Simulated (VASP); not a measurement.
# VO2 (P4_2/mnm) in VASP: single point with PBE

Aim: the single point of VO2 with PBE.

All numbers are computed with VASP 6.6.1; they aren't measurements. Logs are shortened: lines on timing, memory, paths and dates and some standing lists are left out, and cuts for length are marked.

## (1) The cell of the first run

The structure is tetragonal, space group P4_2/mnm (No. 136). Conventional cell: a = 4.555 Å, b = 4.555 Å, c = 2.853 Å, α = 90.00°, β = 90.00°, γ = 90.00°. Within 2.5 Å of V (site symmetry mmm) lie 6 O at 1.92 to 1.93 Å. O (site symmetry m2m) has 3 V at 1.92 to 1.93 Å and 1 O at 2.58 Å within 2.6 Å.

## (2) Single point, PBE, collinear spin, antiferromagnetic start

File INCAR:

```
ALGO     = Normal         # electronic algorithm
EDIFF    = 1E-6           # SCF threshold, eV
ENCUT    = 600            # plane-wave cutoff, eV
GGA      = PE             # functional
GGA_COMPAT= F            
ISIF     = 2              # what is computed and relaxed
ISMEAR   = -1             # smearing method
ISPIN    = 2              # spin polarisation
LASPH    = T              # aspherical terms in the spheres
LCHARG   = T              # write CHGCAR
LELF     = T              # ELF
LMAXMIX  = 4              # l up to which the mixer works
LORBIT   = 11             # projections on sites
LREAL    = F              # projectors in reciprocal space
LVHAR    = T            
LWAVE    = F              # write WAVECAR
MAGMOM   = 2 -2 0 0 0 0   # initial moments
NBANDS   = 38             # bands
NELM     = 200            # most SCF steps
PREC     = Accurate       # precision mode
SIGMA    = 0.05           # smearing width, eV
```

File KPOINTS:

```
k-points
0
Gamma
  5 5 8
```

File POSCAR:

```
VO2
1.0
    4.5546000000      0.0000000000      0.0000000000
    0.0000000000      4.5546000000      0.0000000000
    0.0000000000      0.0000000000      2.8528000000
V O
2 4
Direct
    0.0000000000      0.0000000000      0.0000000000
    0.5000000000      0.5000000000      0.5000000000
    0.3001000000      0.3001000000      0.0000000000
    0.1999000000      0.8001000000      0.5000000000
    0.6999000000      0.6999000000      0.0000000000
    0.8001000000      0.1999000000      0.5000000000
```

Potentials or basis: VASP PAW PBE potentials, release 64 (V_sv, O).

On the command line:

```bash
cat potpaw_PBE.64/V_sv/POTCAR potpaw_PBE.64/O/POTCAR > POTCAR
mpirun -np 1 vasp_std > vasp.out
```

OUTCAR:

```text
EDIFF = 1E-6
   ENCUT = 600
   GGA = PE
   ISIF = 2
   ISMEAR = -1
   ISPIN = 2
   LASPH = T
   LORBIT = 11
   LREAL = F
   NELM = 200
   PREC = Accurate

 ion  position               nearest neighbor table
   1  0.000  0.000  0.000-   4 1.92   6 1.92   4 1.92   6 1.92   5 1.93   3 1.93
   2  0.500  0.500  0.500-   3 1.92   5 1.92   3 1.92   5 1.92   4 1.93   6 1.93
   3  0.300  0.300  0.000-   2 1.92   2 1.92   1 1.93
   4  0.200  0.800  0.500-   1 1.92   1 1.92   2 1.93
   5  0.700  0.700  0.000-   2 1.92   2 1.92   1 1.93
   6  0.800  0.200  0.500-   1 1.92   1 1.92   2 1.93

  LATTYP: Found a simple tetragonal cell.
 ALAT       =     4.5546000000
 C/A-ratio  =     0.6263557722

  Lattice vectors:

 A1 = (   4.5546000000,   0.0000000000,   0.0000000000)
 A2 = (   0.0000000000,   4.5546000000,   0.0000000000)
 A3 = (   0.0000000000,   0.0000000000,   2.8528000000)

Analysis of symmetry for initial positions (statically):
=====================================================================
 Subroutine PRICEL returns:
 Original cell was already a primitive cell.

 Routine SETGRP: Setting up the symmetry group for a
 simple tetragonal supercell.

 Subroutine GETGRP returns: Found 16 space group operations
 (whereof  8 operations were pure point group operations)
 out of a pool of 16 trial point group operations.

The static configuration has the point symmetry D_2h.
 The point group associated with its full space group is D_4h.

Analysis of symmetry for dynamics (positions and initial velocities):
=====================================================================
 Subroutine PRICEL returns:
 Original cell was already a primitive cell.

 Routine SETGRP: Setting up the symmetry group for a
 simple tetragonal supercell.

 Subroutine GETGRP returns: Found 16 space group operations
 (whereof  8 operations were pure point group operations)
 out of a pool of 16 trial point group operations.

The dynamic configuration has the point symmetry D_2h.
 The point group associated with its full space group is D_4h.

Analysis of structural, dynamic, and magnetic symmetry:
=====================================================================
 Subroutine PRICEL returns:
 Original cell was already a primitive cell.

 Routine SETGRP: Setting up the symmetry group for a
 simple tetragonal supercell.

 Subroutine GETGRP returns: Found 16 space group operations
 (whereof  8 operations were pure point group operations)
 out of a pool of 16 trial point group operations.

The overall configuration has the point symmetry D_2h.
 The point group associated with its full space group is D_4h.

 Subroutine INISYM returns: Found 16 space group operations
 (whereof  8 operations are pure point group operations),
 and found     1 'primitive' translations

----------------------------------------------------------------------------------------

                                     Primitive cell

  volume of cell :      59.1796

  direct lattice vectors                    reciprocal lattice vectors
     4.554600000  0.000000000  0.000000000     0.219558249  0.000000000  0.000000000
     0.000000000  4.554600000  0.000000000     0.000000000  0.219558249  0.000000000
     0.000000000  0.000000000  2.852800000     0.000000000  0.000000000  0.350532810

  length of vectors
     4.554600000  4.554600000  2.852800000     0.219558249  0.219558249  0.350532810

  position of ions in fractional coordinates (direct lattice)
     0.000000000  0.000000000  0.000000000
     0.500000000  0.500000000  0.500000000
     0.300100000  0.300100000  0.000000000
     0.199900000  0.800100000  0.500000000
     0.699900000  0.699900000  0.000000000
     0.800100000  0.199900000  0.500000000

  ion indices of the primitive-cell ions
   primitive index   ion index
                 1           1
                 2           2
                 3           3
                 4           4
                 5           5
                 6           6

----------------------------------------------------------------------------------------

 KPOINTS: k-points

Automatic generation of k-mesh.
 Grid dimensions read from file:
 generate k-points for:    5    5    8

 Generating k-lattice:

  Cartesian coordinates                     Fractional coordinates (reciprocal lattice)
     0.043911650  0.000000000  0.000000000     0.200000000  0.000000000  0.000000000
     0.000000000  0.043911650  0.000000000     0.000000000  0.200000000  0.000000000
     0.000000000  0.000000000  0.043816601     0.000000000  0.000000000  0.125000000

  Length of vectors
     0.043911650  0.043911650  0.043816601

  Shift w.r.t. Gamma in fractional coordinates (k-lattice)
     0.000000000  0.000000000  0.000000000

 Subroutine IBZKPT returns following result:
 ===========================================

 Found     30 irreducible k-points:

 Following reciprocal coordinates:
            Coordinates               Weight
  0.000000  0.000000  0.000000      1.000000
  0.200000  0.000000  0.000000      4.000000
  0.400000  0.000000  0.000000      4.000000
  0.200000  0.200000  0.000000      4.000000
  0.400000  0.200000  0.000000      8.000000
  0.400000  0.400000  0.000000      4.000000
[... 16 lines left out ...]
  0.400000  0.200000  0.375000     16.000000
  0.400000  0.400000  0.375000      8.000000
 [... further k-points ...]
   k-points           NKPTS =     30   k-points in BZ     NKDIM =     30   number of bands    NBANDS=     38
   number of dos      NEDOS =    301   number of ions     NIONS =      6
   total plane-waves  NPLWV =  31104
   dimension x,y,z NGX =    36 NGY =   36 NGZ =   24
   dimension x,y,z NGXF=    72 NGYF=   72 NGZF=   48
   ions per type =               2   4
   NGX,Y,Z   is equivalent  to a cutoff of  13.14, 13.14, 13.99 a.u.
   NGXF,Y,Z  is equivalent  to a cutoff of  26.28, 26.28, 27.97 a.u.
 SYSTEM =  unknown system
   PREC   = accura    normal or accurate (medium, high low for compatibility)
   ISTART =      0    job   : 0-new  1-cont  2-samecut
   ICHARG =      2    charge: 1-file 2-atom 10-const
   ISPIN  =      2    spin polarized calculation?
   LNONCOLLINEAR =      F non collinear calculations
   LSORBIT =      F    spin-orbit coupling
   LASPH  =      T    aspherical Exc in radial PAW
   ENCUT  =  600.0 eV  44.10 Ry    6.64 a.u.   9.10  9.10  5.70*2*pi/ulx,y,z
   NELM   =    200;   NELMIN=  2; NELMDL= -5     # of ELM steps
   EDIFF  = 0.1E-05   stopping-criterion for ELM
   LREAL  =      F    real-space projection
[... 7 lines left out ...]
   TEBEG  =    0.0;   TEEND  =   0.0 temperature during run
   PSTRESS=    0.0 pullay stress
   NELECT =      50.0000    total number of electrons
   NUPDOWN=      -1.0000    fix difference up-down
   EMIN   =  10.00;   EMAX   =-10.00  energy-range for DOS
   EFERMI =   0.00;   METHOD = LEGACY
   ISMEAR =    -1;   SIGMA  =   0.05  broadening in eV -4-tet -1-fermi 0-gaus
   EFERMI_NEDOS =   21; number of points for ismear=-14 and -15
   IALGO  =     38    algorithm
   IMIX   =      4    mixing-type and parameters
     AMIX     =   0.40;   BMIX     =  1.00
     AMIX_MAG =   1.60;   BMIX_MAG =  1.00
  volume/ion in A,a.u.               =       9.86        66.56
  Fermi-wavevector in a.u.,A,eV,Ry     =   1.547655  2.924644 32.589175  2.395237
  Thomas-Fermi vector in A             =   2.652718
   LORBIT       =     11    0 simple, 1 ext, 2 COOP (PROOUT), +10 PAW based schemes
   GGA     = PE    functional components
   LHFCALC =     F    Hartree Fock is set to
   AEXX    =    0.0000 exact exchange contribution
   IVDW    =     0    specifies the selected vdW correction
   LEPSILON=     F    determine dielectric tensor
   LRPA    =     F    only Hartree local field effects (RPA)
 spin polarized calculation
  energy-cutoff  :      600.00
  volume of cell :       59.18
 maximum number of plane-waves:      1988
   NGX = 19   NGY = 19   NGZ = 11

 number of electron      49.9999985 magnetization      -0.0000000

 number of electron      49.9999985 magnetization       0.0000000

 Free energy of the ion-electron system (eV)
  ---------------------------------------------------
  ext. energy  EPLUGINS =         0.00000000
  ---------------------------------------------------
  free energy    TOTEN  =       -51.79192434 eV

  energy without entropy =      -51.74247027  energy(sigma->0) =      -51.76719731

 E-fermi :   6.4154     XC(G=0): -11.7682

 val. band max:        6.4137812761   @ k =   0.4000   0.4000   0.5000
 cond. band min:       6.4185625220   @ k =   0.4000   0.2000   0.2500
 fundamental gap:      0.0047812459
 Fermi energy:         6.4153979646

 spin component 1

 k-point     1 :       0.0000    0.0000    0.0000
  band No.  band energies     occupation
      1     -59.5616      1.00000
      2     -59.0162      1.00000
      3     -33.3989      1.00000
      4     -33.3282      1.00000
      5     -33.3119      1.00000
      6     -32.8826      1.00000
[... 29 lines left out ...]
     36      16.8163      0.00000
     37      16.9016      0.00000

 k-point     2 :       0.2000    0.0000    0.0000
  band No.  band energies     occupation
      1     -59.5616      1.00000
      2     -59.0162      1.00000
      3     -33.3989      1.00000
      4     -33.3269      1.00000
      5     -33.3110      1.00000
      6     -32.8845      1.00000
[... 29 lines left out ...]
     36      16.7461      0.00000
     37      17.1463      0.00000
[... 838 lines left out ...]
     36      17.7758      0.00000
     37      19.1568      0.00000

 k-point    24 :       0.4000    0.4000    0.3750
  band No.  band energies     occupation
      1     -59.5339      1.00000
      2     -58.9882      1.00000
      3     -33.6840      1.00000
      4     -33.2884      1.00000
      5     -33.2663      1.00000
      6     -33.1101      1.00000
[... 29 lines left out ...]
     36      17.3706      0.00000
     37      18.8489      0.00000

 [... further k-points ...]

 spin component 2

 k-point     1 :       0.0000    0.0000    0.0000
  band No.  band energies     occupation
      1     -59.5616      1.00000
      2     -59.0162      1.00000
      3     -33.3989      1.00000
      4     -33.3282      1.00000
      5     -33.3119      1.00000
      6     -32.8826      1.00000
[... 29 lines left out ...]
     36      16.8163      0.00000
     37      16.9016      0.00000

 k-point     2 :       0.2000    0.0000    0.0000
  band No.  band energies     occupation
      1     -59.5616      1.00000
      2     -59.0162      1.00000
      3     -33.3989      1.00000
      4     -33.3269      1.00000
      5     -33.3110      1.00000
      6     -32.8845      1.00000
[... 29 lines left out ...]
     36      16.7461      0.00000
     37      17.1463      0.00000
[... 838 lines left out ...]
     36      17.7618      0.00000
     37      19.1715      0.00000

 k-point    24 :       0.4000    0.4000    0.3750
  band No.  band energies     occupation
      1     -59.5339      1.00000
      2     -58.9882      1.00000
      3     -33.6843      1.00000
      4     -33.2867      1.00000
      5     -33.2663      1.00000
      6     -33.1117      1.00000
[... 29 lines left out ...]
     36      17.3349      0.00000
     37      18.9221      0.00000

 [... further k-points ...]

 [bands above 37 left out]

------------------------ aborting loop because EDIFF is reached ----------------------------------------

  FORCE on cell =-STRESS in cart. coord.  units (eV):
  Direction    XX          YY          ZZ          XY          YZ          ZX
  --------------------------------------------------------------------------------------
  -------------------------------------------------------------------------------------
  Total        1.0895622      1.0895622     -0.9894893      0.0000000      0.0000000      0.0000000
  in kB       29.4978799     29.4978799    -26.7885920      0.0000000      0.0000000      0.0000000
  external PRESSURE =      10.7357226 kB  Pullay stress =       0.0000000 kB

 VOLUME and BASIS-vectors are now :
 -----------------------------------------------------------------------------
  energy-cutoff  :      600.00
  volume of cell :       59.18
      direct lattice vectors                 reciprocal lattice vectors
     4.554600000  0.000000000  0.000000000     0.219558249  0.000000000  0.000000000
     0.000000000  4.554600000  0.000000000     0.000000000  0.219558249  0.000000000
     0.000000000  0.000000000  2.852800000     0.000000000  0.000000000  0.350532810

 POSITION                                       TOTAL-FORCE (eV/Angst)
 -----------------------------------------------------------------------------------
      0.00000      0.00000      0.00000         0.000000     -0.000000      0.000000
      2.27730      2.27730      1.42640         0.000000     -0.000000      0.000000
      1.36684      1.36684      0.00000         0.026992      0.026992     -0.000000
      0.91046      3.64414      1.42640        -0.026992      0.026992     -0.000000
      3.18776      3.18776      0.00000        -0.026992     -0.026992      0.000000
      3.64414      0.91046      1.42640         0.026992     -0.026992      0.000000
 -----------------------------------------------------------------------------------
    total drift:                                0.000000      0.000000      0.000000

  FREE ENERGIE OF THE ION-ELECTRON SYSTEM (eV)
  ---------------------------------------------------
  free  energy   TOTEN  =       -51.7919243436 eV

  energy  without entropy=      -51.7424702669  energy(sigma->0) =      -51.76719731

 total charge

# of ion       s       p       d       tot
------------------------------------------
    1        2.282   6.337   2.912  11.532
    2        2.282   6.337   2.912  11.532
    3        1.569   3.476   0.000   5.046
    4        1.569   3.476   0.000   5.046
    5        1.569   3.476   0.000   5.046
    6        1.569   3.476   0.000   5.046
--------------------------------------------------
tot         10.843  26.579   5.825  43.247

 magnetization (x)

# of ion       s       p       d       tot
------------------------------------------
    1        0.005   0.003   0.501   0.509
    2       -0.005  -0.003  -0.501  -0.509
    3        0.000   0.001   0.000   0.001
    4       -0.000  -0.001   0.000  -0.001
    5        0.000   0.001   0.000   0.001
    6       -0.000  -0.001   0.000  -0.001
--------------------------------------------------
tot          0.000   0.000   0.000   0.000
```

Wall time 4.4 min (1 thread of Oxide Virtual Turin-like, shared host); peak memory 0.23 GiB.

Results:

| Property | Result |
| --- | --- |
| Free energy | -51.7919 eV |
| Pressure | 1.1 GPa |
| Largest force | 0.038 eV/Å |
| Band gap on the k mesh | zero (filled and empty bands overlap) |
| Net moment | 0.00 μB per cell |
| Site moments | V +0.51, -0.51; O +0.00, -0.00 (each value once) μB |
| Valence electrons inside the program's atomic spheres | V 11.53; O 5.05 |

Forces in eV/Å, atoms in the order of the input:
```
V    0.000  0.000  0.000
V    0.000  0.000  0.000
O    0.027  0.027  0.000
O   -0.027  0.027  0.000
O   -0.027 -0.027  0.000
O    0.027 -0.027  0.000
```

Levels at points of the mesh, in eV from the Fermi level:
Spin up:
| k point | band 23 | band 24 | band 25 | band 26 | band 27 | band 28 |
| --- | --- | --- | --- | --- | --- | --- |
| (0.00, 0.00, 0.00) | -2.10 | -1.62 | -0.81 | -0.20 | -0.14 | 0.08 |
| (0.00, 0.00, 0.50) | -3.24 | -3.24 | 0.52 | 0.56 | 0.95 | 1.08 |
Spin down:
```
           k point  band 22  band 23  band 24  band 25  band 26  band 27  band 28  band 29
(0.00, 0.00, 0.00)    -2.12    -2.10    -1.62    -0.81    -0.20    -0.14     0.08     0.35
(0.00, 0.00, 0.50)    -4.07    -3.24    -3.24     0.52     0.56     0.95     1.08     1.31
```

Caveat: the stress differs along the axes, from -3 to 3 GPa; semilocal functionals often make such compounds metallic where correlation or magnetic order opens a gap, which also shifts bond lengths. With open d or f shells a metallic result of PBE can be an artefact of self-interaction; +U or a hybrid may open a gap.
